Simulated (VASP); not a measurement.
A run of VASP 6.6.1 is set up as follows.

POSCAR

```
Au
1.0
   -1.6572690000      1.6572690000      1.7069870700
    1.6572690000     -1.6572690000      1.7069870700
    1.6572690000      1.6572690000     -1.7069870700
Au
1
Direct
    0.0000000000      0.0000000000      0.0000000000
```

Contents of INCAR.step1:

```
PREC = Accurate
ENCUT = 520
ISMEAR = 0
SIGMA = 0.15
LREAL = False
LASPH = True
NELM = 100
NBANDS = 12
GGA = PE
ALGO = Normal
EDIFF = 1E-4
LWAVE = True
LCHARG = False
```

The input INCAR.step2:

```
PREC = Accurate
ENCUT = 520
EDIFF = 1E-6
ISMEAR = 0
SIGMA = 0.15
LREAL = False
LASPH = True
NELM = 100
ALGO = Normal
ISIF = 2
LWAVE = False
LCHARG = True
METAGGA = R2SCAN
LMIXTAU = True
LELF = True
LVHAR = True
NBANDS = 12
ISTART = 1
```

The input KPOINTS:

```
Automatic mesh
0
Gamma
  20 20 20
```

Potentials or basis: VASP PAW PBE potentials, release 64 (Au).

The run is started by

```sh
$ cat potpaw_PBE.64/Au/POTCAR > POTCAR
$ cp INCAR.step1 INCAR
$ mpirun -np 1 vasp_std > vasp.out
$ cp INCAR.step2 INCAR
$ mpirun -np 1 vasp_std > vasp.out
```

**Question.** What does it give for the pressure?

**Answer.** -7.8 GPa.

Stress tensor (GPa, compression positive):
```
-7.87  0.00  0.00
 0.00 -7.87  0.00
 0.00  0.00 -7.62
```

Caveat: the cell differs from its parent crystal (strain +0.000 along x and y, +0.030 along z); the PAW data sets were made with another functional, which shifts forces and pressure a little.
